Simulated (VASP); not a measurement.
# Sr9Ti7O24 (a cell with a defect) in VASP: settings compared, part 2 of 2

VASP 6.6.1. The steps go on from the part before.

## 3. Single point, PBEsol, collinear spin

INCAR

```
PREC = Accurate
ENCUT = 520
EDIFF = 1E-6
ISMEAR = -1
SIGMA = 0.05
LREAL = Auto
LASPH = T
NELM = 200
ALGO = Normal
ISIF = 2
LWAVE = F
LCHARG = T
ISPIN = 2
MAGMOM = 0 0 0 0 0 0 0 0 0.286 0 0 0 0 0 0 0 0.286 0.286 0 0 0 0 0 0 0.286 0 0 0 0.286 0 0 0 0.286 0 0.286 0 0 0 0 0
LORBIT = 11
LMAXMIX = 4
GGA = PS
LELF = T
LVHAR = T
NBANDS = 189
ISYM = -1
GGA_COMPAT = F
```

KPOINTS

```
explicit points
1
Reciprocal
  0.25000000   0.25000000   0.25000000 1
```

POSCAR

```
Sr9Ti7O24
1.0
    7.7828210000      0.0000000000      0.0000000000
    0.0000000000      7.7828210000      0.0000000000
    0.0000000000      0.0000000000      7.7828210000
Sr Ti O
9 7 24
Direct
    0.9890240000      0.9883910000      0.9915480000
    0.9851800000      0.9806060000      0.5116930000
    0.9877380000      0.5040720000      0.0030490000
    0.9854260000      0.5126890000      0.5091090000
    0.4942720000      0.9870600000      0.9955780000
    0.5136820000      0.9823220000      0.5120710000
    0.4909130000      0.4935580000      0.0092980000
    0.5089400000      0.5041410000      0.5148260000
    0.2436960000      0.2440710000      0.2715170000
    0.2375150000      0.2439410000      0.7583070000
    0.2427260000      0.7497840000      0.2593360000
    0.2455680000      0.7428910000      0.7551080000
    0.7450080000      0.2382980000      0.2559600000
    0.7523450000      0.2453790000      0.7496580000
    0.7454870000      0.7448330000      0.2509350000
    0.7458920000      0.7444370000      0.7558290000
    0.2213060000      0.2999330000      0.9804320000
    0.3477790000      0.2359110000      0.5404970000
    0.2516890000      0.7132670000      0.9929260000
    0.2421970000      0.7924840000      0.4989860000
    0.7843230000      0.2429440000      0.9875840000
    0.7191590000      0.2490050000      0.5006070000
    0.7467000000      0.7564320000      0.0006730000
    0.7542520000      0.7469900000      0.5027570000
    0.9682680000      0.3217720000      0.2653960000
    0.0033120000      0.2419050000      0.6984750000
    0.9987340000      0.7194990000      0.2508220000
    0.9963340000      0.7555200000      0.7532660000
    0.5236720000      0.2262850000      0.1900680000
    0.5057500000      0.2519540000      0.7832450000
    0.5059350000      0.7864560000      0.2548710000
    0.4997270000      0.7467440000      0.7453590000
    0.2265600000      0.9742150000      0.1831910000
    0.2467160000      0.9998970000      0.7808250000
    0.3092040000      0.5262420000      0.2796770000
    0.2397320000      0.5070440000      0.7113230000
    0.7893870000      0.0000240000      0.2591370000
    0.7488670000      0.9974140000      0.7435680000
    0.7135450000      0.5089990000      0.2475460000
    0.7577400000      0.4993310000      0.7531940000
```

Potentials or basis: VASP PAW PBE potentials, release 64 (Sr_sv, Ti_sv, O).

Launch:

```sh
> cat potpaw_PBE.64/Sr_sv/POTCAR potpaw_PBE.64/Ti_sv/POTCAR potpaw_PBE.64/O/POTCAR > POTCAR
> mpirun -np 1 vasp_std > vasp.out
```

Wall time 8.3 min (1 thread of Intel Xeon 6975P-C (Granite Rapids), shared host); peak memory 0.72 GiB.

It converged, with:

```yaml
Free_energy: -320.4638 eV
Pressure: 9.8 GPa
Largest_force: 0.507 eV/Å
Net_moment: 0.00 μB per cell
Valence_electrons_inside_the_program's_atomic_spheres: Sr 8.04, 8.05, 8.06, 8.02, 8.35 (each value once); Ti 10.50, 10.49, 10.40, 10.39, 10.42 (each value once); O 5.04, 5.01, 5.02, 5.05, 5.06, 4.97, 5.03 (each value once)
```

Forces in eV/Å, atoms in the order of the input:
```
Sr  -0.020 -0.037 -0.002
Sr   0.034  0.025 -0.038
Sr  -0.043  0.059  0.022
Sr   0.007  0.012 -0.024
Sr   0.024 -0.026 -0.037
Sr  -0.016  0.026 -0.024
Sr   0.056  0.042 -0.033
Sr   0.019 -0.013  0.003
Sr  -0.048 -0.041  0.115
Ti   0.337 -0.051 -0.375
Ti   0.100  0.000 -0.064
Ti   0.012  0.087 -0.022
Ti   0.207  0.167  0.066
Ti  -0.395  0.029 -0.103
Ti  -0.149 -0.082  0.015
Ti  -0.007  0.019 -0.016
O   -0.009  0.058  0.079
O   -0.216  0.010 -0.011
O   -0.032  0.002  0.005
O    0.004 -0.033  0.107
O    0.021 -0.015  0.229
O    0.054 -0.012 -0.059
O    0.012  0.005 -0.036
O    0.015  0.002  0.043
O   -0.035 -0.085 -0.036
O   -0.080  0.016  0.062
O    0.003  0.013 -0.004
O    0.025 -0.015  0.010
O   -0.022 -0.024 -0.055
O    0.259  0.001  0.148
O    0.001  0.063  0.004
O   -0.032 -0.002  0.014
O    0.014 -0.077 -0.009
O   -0.028 -0.015 -0.005
O   -0.053  0.033 -0.022
O   -0.018 -0.085  0.054
O   -0.012  0.015 -0.024
O    0.013 -0.002  0.007
O   -0.020 -0.042  0.000
O    0.020 -0.028  0.014
```

Stress tensor (GPa, compression positive):
```
 9.94 -1.11  0.28
-1.11 10.49  0.37
 0.28  0.37  8.95
```

Levels at points of the mesh, in eV from the Fermi level:
Spin up:
```tsv
k point	band 156	band 157	band 158	band 159	band 160	band 161	band 162	band 163
(0.25, 0.25, 0.25)	-0.36	-0.32	-0.16	-0.03	0.02	2.66	2.72	2.76
```
Spin down:
| k point | band 156 | band 157 | band 158 | band 159 | band 160 | band 161 | band 162 | band 163 |
| --- | --- | --- | --- | --- | --- | --- | --- | --- |
| (0.25, 0.25, 0.25) | -0.36 | -0.32 | -0.15 | -0.03 | 0.02 | 2.66 | 2.72 | 2.76 |

Caveat: the PAW data sets were made with another functional, which shifts forces and pressure a little.

## 4. Single point, HSE06

POSCAR

```
Sr9Ti7O24
1.0
    7.7828210000      0.0000000000      0.0000000000
    0.0000000000      7.7828210000      0.0000000000
    0.0000000000      0.0000000000      7.7828210000
Sr Ti O
9 7 24
Direct
    0.9975360000      0.0017780000      0.9912360000
    0.0039130000      0.9966680000      0.5090280000
    0.9860060000      0.5040410000      0.0079440000
    0.9914290000      0.5136450000      0.5103350000
    0.4995370000      0.9909180000      0.9974530000
    0.5085670000      0.9922510000      0.5133140000
    0.5003240000      0.4947380000      0.0079170000
    0.5112360000      0.5101690000      0.5109950000
    0.2497550000      0.2498490000      0.2534370000
    0.2559200000      0.2595580000      0.7471810000
    0.2435100000      0.7495970000      0.2602180000
    0.2507560000      0.7508060000      0.7612250000
    0.7504570000      0.2426410000      0.2615990000
    0.7562810000      0.2517080000      0.7560030000
    0.7438910000      0.7499020000      0.2531000000
    0.7509130000      0.7519000000      0.7548650000
    0.1906460000      0.2776700000      0.9681880000
    0.2692650000      0.1768820000      0.5285220000
    0.2537130000      0.6959780000      0.9902020000
    0.2435720000      0.7830880000      0.5013740000
    0.7893180000      0.2462470000      0.9891160000
    0.7041510000      0.2537450000      0.5000010000
    0.7481630000      0.7606920000      0.0008010000
    0.7555020000      0.7470160000      0.5051490000
    0.9708970000      0.3156790000      0.2791840000
    0.9879650000      0.2462390000      0.7026480000
    0.0016570000      0.7169370000      0.2526320000
    0.9977670000      0.7507720000      0.7558930000
    0.5303420000      0.2257480000      0.1892460000
    0.4984860000      0.2552920000      0.7827170000
    0.5132050000      0.8006540000      0.2587770000
    0.5021960000      0.7443020000      0.7466080000
    0.2297730000      0.9690430000      0.1856570000
    0.2519590000      0.9843460000      0.7924900000
    0.3178370000      0.5294330000      0.2760540000
    0.2493720000      0.4966530000      0.6992500000
    0.7982300000      0.0041390000      0.2617570000
    0.7451900000      0.9983080000      0.7444290000
    0.7124210000      0.5152500000      0.2456770000
    0.7526410000      0.5024570000      0.7560300000
```

INCAR.step1

```
SYSTEM = Sr9Ti7O24
ALGO = Normal ; EDIFF = 1E-5
ENCUT = 520 ; GGA = PE
GGA_COMPAT = .FALSE. ; ISIF = 2
ISMEAR = -1 ; ISYM = -1
LASPH = .TRUE. ; LCHARG = .FALSE.
LREAL = Auto ; LWAVE = .TRUE.
NBANDS = 185 ; NELECT = 320.0
NELM = 120 ; PREC = Accurate
SIGMA = 0.05
```

INCAR.step2

```
SYSTEM = Sr9Ti7O24
ALGO = Normal ; EDIFF = 1E-6
ENCUT = 520 ; GGA = PE
GGA_COMPAT = .FALSE. ; HFSCREEN = 0.2079
ISIF = 2 ; ISMEAR = -1
ISTART = 1 ; ISYM = -1
LASPH = .TRUE. ; LCHARG = .FALSE.
LHFCALC = .TRUE. ; LREAL = Auto
LWAVE = .FALSE. ; NBANDS = 185
NELECT = 320.0 ; NELM = 120
PREC = Accurate ; PRECFOCK = Fast
SIGMA = 0.05
```

KPOINTS is that of step 3.

Launch:

```sh
> cat potpaw_PBE.64/Sr_sv/POTCAR potpaw_PBE.64/Ti_sv/POTCAR potpaw_PBE.64/O/POTCAR > POTCAR
> cp INCAR.step1 INCAR
> mpirun -np 1 vasp_std > vasp.out
> cp INCAR.step2 INCAR
> mpirun -np 1 vasp_std > vasp.out
```

Wall time 18 min (1 thread of Intel Xeon 6975P-C (Granite Rapids), shared host); peak memory 0.7 GiB.

It converged, with:

```yaml
Free_energy: -364.6909 eV
Largest_force: 0.065 eV/Å
```

Forces on the atoms (eV/Å):
```
Sr  -0.030 -0.005 -0.015
Sr  -0.016 -0.012 -0.016
Sr  -0.008  0.030 -0.011
Sr   0.002  0.018  0.008
Sr   0.019 -0.016 -0.024
Sr   0.019 -0.008 -0.001
Sr   0.007  0.005 -0.026
Sr   0.011 -0.007  0.021
Sr  -0.002 -0.001  0.000
Ti  -0.004 -0.017 -0.010
Ti   0.004 -0.007 -0.003
Ti   0.000 -0.036 -0.042
Ti   0.003  0.001 -0.002
Ti  -0.046  0.004 -0.028
Ti   0.039  0.028  0.000
Ti  -0.001 -0.004 -0.010
O   -0.001 -0.016 -0.001
O   -0.017 -0.001  0.030
O   -0.009  0.021  0.061
O    0.003 -0.011  0.012
O   -0.015 -0.004  0.061
O    0.012 -0.003  0.014
O   -0.004  0.004  0.012
O    0.001  0.001 -0.018
O   -0.018  0.000 -0.014
O    0.054  0.009  0.005
O   -0.011  0.015  0.003
O    0.018  0.004  0.009
O    0.017  0.017  0.004
O    0.018 -0.004 -0.008
O   -0.052 -0.013  0.001
O   -0.014 -0.005  0.003
O    0.018 -0.010 -0.001
O    0.003  0.063 -0.011
O    0.001  0.018 -0.015
O   -0.006  0.016  0.012
O   -0.010 -0.017 -0.001
O    0.001  0.015 -0.004
O    0.013 -0.057 -0.004
O    0.001 -0.012  0.009
```

Levels at points of the mesh, in eV from the Fermi level:
```csv
k point,band 158,band 159,band 160,band 161,band 162,band 163
"(0.25, 0.25, 0.25)",-1.40,-1.27,-1.22,3.11,3.14,3.20
```

Caveat: the cell carries a net charge on a neutralising background, which shifts energy and pressure; the cell is charged against a uniform background, so pressure and absolute levels hang on convention; the PAW data sets were made with another functional, which shifts forces and pressure a little.

## 5. Single point, HSE06

POSCAR

```
Sr9Ti7O24
1.0
    7.7828210000      0.0000000000      0.0000000000
    0.0000000000      7.7828210000      0.0000000000
    0.0000000000      0.0000000000      7.7828210000
Sr Ti O
9 7 24
Direct
    0.9972030000      0.0015570000      0.9906220000
    0.0034790000      0.9953540000      0.5108650000
    0.9848170000      0.5046920000      0.0086200000
    0.9912110000      0.5147260000      0.5116480000
    0.4997020000      0.9900670000      0.9969180000
    0.5096740000      0.9917090000      0.5139880000
    0.4997140000      0.4944530000      0.0076090000
    0.5126710000      0.5114190000      0.5113930000
    0.2494220000      0.2496180000      0.2538970000
    0.2556490000      0.2588440000      0.7469300000
    0.2437400000      0.7495810000      0.2602990000
    0.2509990000      0.7503500000      0.7615520000
    0.7504460000      0.2430330000      0.2616210000
    0.7562370000      0.2520200000      0.7560680000
    0.7439050000      0.7501870000      0.2525940000
    0.7510780000      0.7522480000      0.7547220000
    0.1867110000      0.2778940000      0.9686030000
    0.2686910000      0.1719830000      0.5280220000
    0.2533180000      0.6933330000      0.9912540000
    0.2432380000      0.7836290000      0.5016960000
    0.7909890000      0.2446590000      0.9900380000
    0.7019000000      0.2550170000      0.5000360000
    0.7479160000      0.7628010000      0.0014180000
    0.7556440000      0.7455210000      0.5052870000
    0.9712140000      0.3204270000      0.2792520000
    0.9887780000      0.2467410000      0.6999310000
    0.0016240000      0.7166430000      0.2529130000
    0.9981240000      0.7504950000      0.7565690000
    0.5296490000      0.2257960000      0.1856330000
    0.4983190000      0.2546490000      0.7839950000
    0.5124110000      0.8029330000      0.2599970000
    0.5019920000      0.7444490000      0.7467660000
    0.2305930000      0.9693760000      0.1815190000
    0.2519280000      0.9850920000      0.7943250000
    0.3215970000      0.5287520000      0.2763050000
    0.2500890000      0.4963370000      0.6970220000
    0.8001520000      0.0046480000      0.2638940000
    0.7458860000      0.9986620000      0.7425110000
    0.7108650000      0.5147780000      0.2441100000
    0.7527260000      0.5022670000      0.7578090000
```

INCAR.step1

```
  PREC = Accurate
  ENCUT = 520
  EDIFF = 1E-5
  ISMEAR = -1
  SIGMA = 0.05
  LREAL = Auto
  LASPH = True
  NELM = 120
  ALGO = Normal
  ISIF = 2
  LWAVE = True
  LCHARG = False
  NBANDS = 185
  GGA = PE
  NELECT = 320.0
  ISYM = -1
  GGA_COMPAT = False
```

INCAR.step2

```
  PREC = Accurate
  ENCUT = 520
  EDIFF = 1E-6
  ISMEAR = -1
  SIGMA = 0.05
  LREAL = Auto
  LASPH = True
  NELM = 120
  ALGO = Normal
  ISIF = 2
  LWAVE = False
  LCHARG = False
  GGA = PE
  LHFCALC = True
  HFSCREEN = 0.2079
  PRECFOCK = Fast
  NBANDS = 185
  ISTART = 1
  NELECT = 320.0
  ISYM = -1
  GGA_COMPAT = False
```

KPOINTS is that of step 4.

Launch:

```sh
> cat potpaw_PBE.64/Sr_sv/POTCAR potpaw_PBE.64/Ti_sv/POTCAR potpaw_PBE.64/O/POTCAR > POTCAR
> cp INCAR.step1 INCAR
> mpirun -np 1 vasp_std > vasp.out
> cp INCAR.step2 INCAR
> mpirun -np 1 vasp_std > vasp.out
```

It took 18 min on 1 thread of Intel Xeon 6975P-C (Granite Rapids), shared host; peak memory 0.7 GiB.

It converged, with:

| Item | Value |
| --- | --- |
| Free energy | -364.6519 eV |
| Largest force | 0.433 eV/Å |

Forces in eV/Å, atoms in the order of the input:
```
Sr   0.011  0.014  0.036
Sr   0.026  0.022 -0.068
Sr   0.012 -0.013  0.004
Sr   0.041 -0.027 -0.041
Sr  -0.016  0.038  0.015
Sr  -0.035  0.030 -0.034
Sr  -0.001 -0.033 -0.002
Sr  -0.054 -0.031 -0.017
Sr  -0.009  0.000 -0.015
Ti  -0.139 -0.102  0.053
Ti   0.141  0.011 -0.130
Ti  -0.017  0.052  0.073
Ti  -0.014  0.110 -0.120
Ti   0.082 -0.009  0.070
Ti  -0.070 -0.042  0.021
Ti  -0.004 -0.030  0.026
O    0.213 -0.014 -0.377
O    0.009  0.220  0.308
O   -0.011  0.120 -0.190
O    0.003 -0.051 -0.001
O   -0.061  0.022 -0.216
O    0.086 -0.018 -0.012
O    0.000 -0.027 -0.072
O   -0.014  0.021  0.047
O   -0.338 -0.221  0.002
O   -0.194  0.027  0.112
O   -0.009  0.052  0.025
O   -0.059  0.014  0.004
O    0.367  0.009  0.223
O    0.028  0.011 -0.061
O    0.194 -0.114 -0.020
O    0.062  0.013  0.032
O   -0.001 -0.358  0.230
O   -0.005 -0.230 -0.068
O   -0.221  0.347 -0.004
O    0.023 -0.013  0.111
O   -0.088  0.006 -0.019
O    0.017 -0.067  0.047
O    0.056  0.208  0.023
O   -0.011  0.052  0.004
```

Levels at points of the mesh, in eV from the Fermi level:
```csv
k point,band 157,band 158,band 159,band 160,band 161,band 162,band 163,band 164
"(0.25, 0.25, 0.25)",-1.62,-1.54,-1.41,-1.37,2.87,2.91,2.96,3.85
```

Caveat: the cell carries a net charge on a neutralising background, which shifts energy and pressure; the cell is charged against a uniform background, so pressure and absolute levels hang on convention; the PAW data sets were made with another functional, which shifts forces and pressure a little.
